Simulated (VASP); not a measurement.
Write the native input for VASP 6.6.1 that does the following.

```
Task                   : relaxation of cell and atoms
Functional             : PBE
Potentials or basis    : VASP PAW PBE potentials, release 64 (Zn, Se, S)
Cutoff                 : 600 eV
k mesh                 : 12 × 12 × 4
Occupations            : gaussian, width 0.02 eV
Spin                   : no spin polarisation
Dipole correction      : no
Further INCAR settings : ALGO = Normal; EDIFF = 1e-06; IBRION = 2; EDIFFG = -0.01; NSW = 100; ISIF = 3
```

The structure of Zn3SeS2 lies in POSCAR:

```
Zn3SeS2
1.0
    3.9172797046      0.0000000000      0.0000000000
   -1.9586398523      3.3924637379      0.0000000000
    0.0000000000      0.0000000000      9.5996214182
Zn Se S
3 1 2
Direct
    0.0000000000      0.0000000000      0.0095914769
    0.6666666667      0.3333333333      0.3334867038
    0.3333333333      0.6666666667      0.6565061407
    0.0000000000      0.0000000000      0.7514401533
    0.6666666667      0.3333333333      0.0874182464
    0.3333333333      0.6666666667      0.4115572789
```

The input as run:

INCAR

```
SYSTEM = Zn3SeS2
  PREC = Accurate
  ENCUT = 600
  EDIFF = 1E-6
  ISMEAR = 0
  SIGMA = 0.02
  LREAL = .False.
  LASPH = .True.
  NELM = 80
  ALGO = Normal
  ISIF = 3
  LWAVE = .False.
  LCHARG = .False.
  GGA = PE
  IBRION = 2
  NSW = 100
  EDIFFG = -0.01
```

KPOINTS

```
regular mesh
0
Gamma
  12 12 4
  0 0 0
```

Potentials or basis: VASP PAW PBE potentials, release 64 (Zn, Se, S).

Launch:

```console
$ cat potpaw_PBE.64/Zn/POTCAR potpaw_PBE.64/Se/POTCAR potpaw_PBE.64/S/POTCAR > POTCAR
$ mpirun -np 1 vasp_std > vasp.out
```

Results of the run:

```yaml
Relaxed_volume: 21.33 Å³/atom
Relaxed_cell: a = 3.921 Å, b = 3.921 Å, c = 9.611 Å, α = 90.00°, β = 90.00°, γ = 120.00°
Space_group_after_relaxing_to_0.1_Å: P3m1 (No. 156)
Energy_gained_by_relaxing: 0.0 meV/atom
Ionic_steps: 2
Pressure_after_relaxing: 0.0 GPa
Largest_force_after_relaxing: 0.006 eV/Å
Band_gap_on_the_k_mesh: 1.42 eV
```

Run time: 11 min on 1 thread of Oxide Virtual Turin-like Processor, with other jobs on the host, peak memory 0.47 GiB.
